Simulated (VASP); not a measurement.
# Si (a cell with a defect) in VASP: further runs

Runs on Si (a cell with a defect). Level: PBEsol. Tasks: single point.

Program: VASP 6.6.1. These are calculated values, not measurements. Logs are shortened: lines on timing, memory, paths and dates and some standing lists are left out, and cuts for length are marked.

## 1. The cell of the first run

The cell holds a defect, 17 atoms: a = 7.679 Å, b = 7.679 Å, c = 7.679 Å, α = 60.00°, β = 60.00°, γ = 60.00°.

## 2. Single point, PBEsol

File INCAR:

```
SYSTEM = Si
PREC     = Accurate       ! precision mode
ENCUT    = 520            ! plane-wave cutoff, eV
EDIFF    = 1E-6           ! SCF threshold, eV
ISMEAR   = 0              ! smearing method
SIGMA    = 0.02           ! smearing width, eV
LREAL    = Auto         
LASPH    = .TRUE.         ! aspherical terms in the spheres
NELM     = 100            ! most SCF steps
ALGO     = Normal         ! electronic algorithm
ISIF     = 2              ! what is computed and relaxed
LWAVE    = .FALSE.        ! write WAVECAR
LCHARG   = .FALSE.        ! write CHGCAR
GGA      = PS             ! functional
NBANDS   = 48             ! bands
```

File KPOINTS:

```
regular mesh
0
G
  2 2 2
  0 0 0
```

File POSCAR:

```
Si
1.0
    0.0000000000      5.4300000000      5.4300000000
    5.4300000000      0.0000000000      5.4300000000
    5.4300000000      5.4300000000      0.0000000000
Si
17
Direct
   -0.0133375691     -0.0124250460     -0.0129349908
    0.1114713628      0.1123831492      0.1118743094
    0.0058375691      0.0067499079      0.4805799263
    0.1251844383      0.1260969613      0.6138391344
    0.0058377532      0.4810887661      0.0062412523
    0.1251854512      0.6143491713      0.1255861878
    0.0115511971      0.4977720074      0.4972613260
    0.1477755985      0.6187078269      0.6181995396
    0.4801769797      0.0067499079      0.0062412523
    0.6134365562      0.1260982505      0.1255864641
    0.4968594843      0.0124631676      0.4972616943
    0.6177955801      0.1486880295      0.6181994475
    0.4968604052      0.4977732965      0.0119513812
    0.6177960405      0.6187083794      0.1481789134
    0.5156232044      0.5165355433      0.5160265193
    0.6401154696      0.6410274401      0.6405154696
    0.7734666667      0.7743788214      0.7738694291
```

Potentials or basis: VASP PAW PBE potentials, release 64 (Si).

Started as:

```bash
> cat potpaw_PBE.64/Si/POTCAR > POTCAR
> mpirun -np 1 vasp_std > vasp.out
```

OUTCAR:

```text
SYSTEM = Si
   PREC = Accurate
   ENCUT = 520
   EDIFF = 1E-6
   ISMEAR = 0
   LREAL = Auto
   LASPH = .TRUE.
   NELM = 100
   ISIF = 2
   GGA = PS

 ion  position               nearest neighbor table
   1  0.987  0.988  0.987-   6 2.35   4 2.35  10 2.35   2 2.35
   2  0.111  0.112  0.112-   3 2.32   5 2.32   9 2.32   1 2.35
   3  0.006  0.007  0.481-   2 2.32   4 2.33  12 2.44   8 2.44  17 2.57
   4  0.125  0.126  0.614-   3 2.33  11 2.33   7 2.33   1 2.35
   5  0.006  0.481  0.006-   2 2.32   6 2.33   8 2.44  14 2.44  17 2.57
   6  0.125  0.614  0.126-   5 2.33  13 2.33   7 2.33   1 2.35
   7  0.012  0.498  0.497-   4 2.33   6 2.33  16 2.34   8 2.37  17 3.02
   8  0.148  0.619  0.618-  15 2.32   7 2.37  17 2.38   5 2.44   3 2.44
   9  0.480  0.007  0.006-   2 2.32  10 2.33  14 2.44  12 2.44  17 2.57
  10  0.613  0.126  0.126-   9 2.33  13 2.33  11 2.33   1 2.35
  11  0.497  0.012  0.497-   4 2.33  10 2.33  16 2.34  12 2.37  17 3.02
  12  0.618  0.149  0.618-  15 2.32  11 2.37  17 2.38   9 2.44   3 2.44
  13  0.497  0.498  0.012-   6 2.33  10 2.33  16 2.34  14 2.37  17 3.02
  14  0.618  0.619  0.148-  15 2.32  13 2.37  17 2.38   9 2.44   5 2.44
  15  0.516  0.517  0.516-  12 2.32  14 2.32   8 2.32  16 2.34
  16  0.640  0.641  0.641-  15 2.34   7 2.34  11 2.34  13 2.34  17 2.51
  17  0.773  0.774  0.774-   8 2.38  12 2.38  14 2.38  16 2.51   3 2.57   9 2.57   5 2.57  13 3.02
                             7 3.02  11 3.02

  LATTYP: Found a face centered cubic cell.
 ALAT       =    10.8600000000

  Lattice vectors:

 A1 = (   0.0000000000,   5.4300000000,   5.4300000000)
 A2 = (   5.4300000000,   0.0000000000,   5.4300000000)
 A3 = (   5.4300000000,   5.4300000000,   0.0000000000)

Analysis of symmetry for initial positions (statically):
=====================================================================
 Subroutine PRICEL returns:
 Original cell was already a primitive cell.

 Routine SETGRP: Setting up the symmetry group for a
 face centered cubic supercell.

 Subroutine GETGRP returns: Found  6 space group operations
 (whereof  1 operations were pure point group operations)
 out of a pool of 48 trial point group operations.

The static configuration has the point symmetry C_1 .
 The point group associated with its full space group is C_3v.

Analysis of symmetry for dynamics (positions and initial velocities):
=====================================================================
 Subroutine PRICEL returns:
 Original cell was already a primitive cell.

 Routine SETGRP: Setting up the symmetry group for a
 face centered cubic supercell.

 Subroutine GETGRP returns: Found  6 space group operations
 (whereof  1 operations were pure point group operations)
 out of a pool of 48 trial point group operations.

The dynamic configuration has the point symmetry C_1 .
 The point group associated with its full space group is C_3v.

 Subroutine INISYM returns: Found  6 space group operations
 (whereof  1 operations are pure point group operations),
 and found     1 'primitive' translations

----------------------------------------------------------------------------------------

                                     Primitive cell

  volume of cell :     320.2060

  direct lattice vectors                    reciprocal lattice vectors
     0.000000000  5.430000000  5.430000000    -0.092081031  0.092081031  0.092081031
     5.430000000  0.000000000  5.430000000     0.092081031 -0.092081031  0.092081031
     5.430000000  5.430000000  0.000000000     0.092081031  0.092081031 -0.092081031

  length of vectors
     7.679179644  7.679179644  7.679179644     0.159489025  0.159489025  0.159489025

  position of ions in fractional coordinates (direct lattice)
     0.986662431  0.987574954  0.987065009
     0.111471363  0.112383149  0.111874309
     0.005837569  0.006749908  0.480579926
     0.125184438  0.126096961  0.613839134
     0.005837753  0.481088766  0.006241252
     0.125185451  0.614349171  0.125586188
[... 9 lines left out ...]
     0.640115470  0.641027440  0.640515470
     0.773466667  0.774378821  0.773869429

  ion indices of the primitive-cell ions
   primitive index   ion index
                 1           1
                 2           2
                 3           3
                 4           4
                 5           5
                 6           6
[... 9 lines left out ...]
                16          16
                17          17

----------------------------------------------------------------------------------------

 KPOINTS: regular mesh

Automatic generation of k-mesh.
 Grid dimensions read from file:
 generate k-points for:    2    2    2

 Generating k-lattice:

  Cartesian coordinates                     Fractional coordinates (reciprocal lattice)
    -0.046040516  0.046040516  0.046040516     0.500000000  0.000000000  0.000000000
     0.046040516 -0.046040516  0.046040516     0.000000000  0.500000000  0.000000000
     0.046040516  0.046040516 -0.046040516     0.000000000  0.000000000  0.500000000

  Length of vectors
     0.079744512  0.079744512  0.079744512

  Shift w.r.t. Gamma in fractional coordinates (k-lattice)
     0.000000000  0.000000000  0.000000000

 Subroutine IBZKPT returns following result:
 ===========================================

 Found      4 irreducible k-points:

 Following reciprocal coordinates:
            Coordinates               Weight
  0.000000  0.000000  0.000000      1.000000
  0.500000  0.000000  0.000000      3.000000
  0.500000  0.500000  0.500000      1.000000
  0.500000  0.500000  0.000000      3.000000
   k-points           NKPTS =      4   k-points in BZ     NKDIM =      4   number of bands    NBANDS=     48
   number of dos      NEDOS =    301   number of ions     NIONS =     17
   total plane-waves  NPLWV = 216000
   dimension x,y,z NGX =    60 NGY =   60 NGZ =   60
   dimension x,y,z NGXF=   120 NGYF=  120 NGZF=  120
   ions per type =              17
   NGX,Y,Z   is equivalent  to a cutoff of  12.99, 12.99, 12.99 a.u.
   NGXF,Y,Z  is equivalent  to a cutoff of  25.98, 25.98, 25.98 a.u.
 SYSTEM =  Si
   PREC   = accura    normal or accurate (medium, high low for compatibility)
   ISTART =      0    job   : 0-new  1-cont  2-samecut
   ICHARG =      2    charge: 1-file 2-atom 10-const
   ISPIN  =      1    spin polarized calculation?
   LNONCOLLINEAR =      F non collinear calculations
   LSORBIT =      F    spin-orbit coupling
   LASPH  =      T    aspherical Exc in radial PAW
   ENCUT  =  520.0 eV  38.22 Ry    6.18 a.u.  14.28 14.28 14.28*2*pi/ulx,y,z
   NELM   =    100;   NELMIN=  2; NELMDL= -5     # of ELM steps
   EDIFF  = 0.1E-05   stopping-criterion for ELM
   LREAL  =      T    real-space projection
   EDIFFG = 0.1E-04   stopping-criterion for IOM
   NSW    =      0    number of steps for IOM
   IBRION =     -1    ionic relax: 0-MD 1-quasi-New 2-CG
   NFREE  =      0    steps in history (QN), initial steepest desc. (CG)
   ISIF   =      2    stress and relaxation
   ISYM   =      2    0-nonsym 1-usesym 2-fastsym
   POTIM  = 0.5000    time-step for ionic-motion
   TEBEG  =    0.0;   TEEND  =   0.0 temperature during run
   PSTRESS=    0.0 pullay stress
   NELECT =      68.0000    total number of electrons
   NUPDOWN=      -1.0000    fix difference up-down
   EMIN   =  10.00;   EMAX   =-10.00  energy-range for DOS
   EFERMI =   0.00;   METHOD = LEGACY
   ISMEAR =     0;   SIGMA  =   0.02  broadening in eV -4-tet -1-fermi 0-gaus
   EFERMI_NEDOS =   21; number of points for ismear=-14 and -15
   IALGO  =     38    algorithm
   IMIX   =      4    mixing-type and parameters
     AMIX     =   0.40;   BMIX     =  1.00
     AMIX_MAG =   1.60;   BMIX_MAG =  1.00
  volume/ion in A,a.u.               =      18.84       127.11
  Fermi-wavevector in a.u.,A,eV,Ry     =   0.976715  1.845724 12.979587  0.953973
  Thomas-Fermi vector in A             =   2.107356
   LORBIT       =      0    0 simple, 1 ext, 2 COOP (PROOUT), +10 PAW based schemes
   GGA     = PS    functional components
   LHFCALC =     F    Hartree Fock is set to
   AEXX    =    0.0000 exact exchange contribution
   IVDW    =     0    specifies the selected vdW correction
   LEPSILON=     F    determine dielectric tensor
   LRPA    =     F    only Hartree local field effects (RPA)
 non-spin polarized calculation
 Gauss-broadening in eV      SIGMA  =   0.02
  energy-cutoff  :      520.00
  volume of cell :      320.21
 maximum number of plane-waves:      8646
 NGX is ok and might be reduce to    60
   NGX = 29   NGY = 29   NGZ = 29

 number of electron      68.0000000 magnetization

 Free energy of the ion-electron system (eV)
  ---------------------------------------------------
  ext. energy  EPLUGINS =         0.00000000
  ---------------------------------------------------
  free energy    TOTEN  =       -93.73190750 eV

  energy without entropy =      -93.72805094  energy(sigma->0) =      -93.72997922

 E-fermi :   6.7509     XC(G=0):  -9.8175

 val. band max:        6.6361527639   @ k =   0.0000   0.0000   0.0000
 cond. band min:       6.7569424718   @ k =   0.5000   0.5000   0.0000
 fundamental gap:      0.1207897079
 Fermi energy:         6.7508510679

 k-point     1 :       0.0000    0.0000    0.0000
  band No.  band energies     occupation
      1      -6.3446      2.00000
      2      -3.8798      2.00000
      3      -3.6769      2.00000
      4      -3.6769      2.00000
      5      -3.5400      2.00000
      6      -2.7705      2.00000
[... 38 lines left out ...]
     45       8.1656      0.00000
     46       8.7934      0.00000

 k-point     2 :       0.5000    0.0000    0.0000
  band No.  band energies     occupation
      1      -5.9134      2.00000
      2      -5.0355      2.00000
      3      -3.6430      2.00000
      4      -3.4981      2.00000
      5      -3.3236      2.00000
      6      -3.0371      2.00000
[... 38 lines left out ...]
     45       9.6563      0.00000
     46       9.7883      0.00000

 k-point     3 :       0.5000    0.5000    0.5000
  band No.  band energies     occupation
      1      -5.9554      2.00000
      2      -4.9486      2.00000
      3      -3.5446      2.00000
      4      -3.4755      2.00000
      5      -3.4755      2.00000
      6      -3.0295      2.00000
[... 38 lines left out ...]
     45       9.7614      0.00000
     46       9.9358      0.00000

 k-point     4 :       0.5000    0.5000    0.0000
  band No.  band energies     occupation
      1      -5.7858      2.00000
      2      -4.7677      2.00000
      3      -4.0743      2.00000
      4      -3.9304      2.00000
      5      -3.8781      2.00000
      6      -3.6817      2.00000
[... 38 lines left out ...]
     45      10.0741      0.00000
     46      10.2956      0.00000
 [bands above 46 left out]

------------------------ aborting loop because EDIFF is reached ----------------------------------------

  FORCE on cell =-STRESS in cart. coord.  units (eV):
  Direction    XX          YY          ZZ          XY          YZ          ZX
  --------------------------------------------------------------------------------------
  -------------------------------------------------------------------------------------
  Total        5.9036383      5.9036383      5.9036383     -0.9422115     -0.9422115     -0.9422115
  in kB       29.5393435     29.5393435     29.5393435     -4.7144333     -4.7144333     -4.7144333
  external PRESSURE =      29.5393435 kB  Pullay stress =       0.0000000 kB

 VOLUME and BASIS-vectors are now :
 -----------------------------------------------------------------------------
  energy-cutoff  :      520.00
  volume of cell :      320.21
      direct lattice vectors                 reciprocal lattice vectors
     0.000000000  5.430000000  5.430000000    -0.092081031  0.092081031  0.092081031
     5.430000000  0.000000000  5.430000000     0.092081031 -0.092081031  0.092081031
     5.430000000  5.430000000  0.000000000     0.092081031  0.092081031 -0.092081031

 POSITION                                       TOTAL-FORCE (eV/Angst)
 -----------------------------------------------------------------------------------
     10.72230     10.71734     10.72011         0.087988      0.087988      0.087988
      1.21772      1.21277      1.21553         0.074351      0.074351      0.074351
      2.64620      2.64125      0.06835         0.034026      0.034026     -0.007327
      4.01785      4.01290      1.36446         0.021876      0.021876      0.004301
      2.64620      0.06559      2.64401         0.034026     -0.007327      0.034026
      4.01785      1.36169      4.01567         0.021876      0.004301      0.021876
[... 9 lines left out ...]
      6.95878      6.95383      6.95661        -0.048502     -0.048502     -0.048502
      8.40699      8.40204      8.40480        -0.258689     -0.258689     -0.258689
 -----------------------------------------------------------------------------------
    total drift:                               -0.004767     -0.005699     -0.005324

  FREE ENERGIE OF THE ION-ELECTRON SYSTEM (eV)
  ---------------------------------------------------
  free  energy   TOTEN  =       -93.7319074961 eV

  energy  without entropy=      -93.7280509381  energy(sigma->0) =      -93.72997922
```

Run time: 3.3 min. Hardware: 1 thread of Intel Xeon 8259CL, shared host; peak memory 0.45 GiB.

What came out:

```
Free energy            : -93.7319 eV
Pressure               : 3.0 GPa
Largest force          : 0.448 eV/Å
Band gap on the k mesh : zero (bands 34 and 35 overlap by 0.12 eV)
```

Forces in eV/Å, atoms in the order of the input:
```
Si   0.088  0.088  0.088
Si   0.074  0.074  0.074
Si   0.034  0.034 -0.007
Si   0.022  0.022  0.004
Si   0.034 -0.007  0.034
Si   0.022  0.004  0.022
Si   0.014 -0.004 -0.004
Si   0.038  0.004  0.004
Si  -0.007  0.034  0.034
Si   0.004  0.022  0.022
Si  -0.004  0.014 -0.004
Si   0.004  0.038  0.004
Si  -0.004 -0.004  0.014
Si   0.004  0.004  0.038
Si  -0.017 -0.017 -0.017
Si  -0.049 -0.049 -0.049
Si  -0.259 -0.259 -0.259
```

Levels at points of the mesh, in eV from the Fermi level:
| k point | band 32 | band 33 | band 34 | band 35 | band 36 | band 37 |
| --- | --- | --- | --- | --- | --- | --- |
| (0.00, 0.00, 0.00) | -0.69 | -0.69 | -0.41 | -0.11 | -0.11 | 0.10 |
| (0.50, 0.00, 0.00) | -1.35 | -1.09 | -0.18 | 0.21 | 0.78 | 0.82 |
| (0.50, 0.50, 0.50) | -1.29 | -1.29 | -0.31 | 0.38 | 0.38 | 1.10 |
| (0.50, 0.50, 0.00) | -1.73 | -0.84 | 0.01 | 0.52 | 1.17 | 1.29 |

Caveat: the k points lie up to 0.50 Å⁻¹ apart; the PAW data sets were made with another functional, which shifts forces and pressure a little.

(Part 1 of 3 ends here.)

The gap in the log of VASP goes by the Fermi energy; the results here count the filled bands.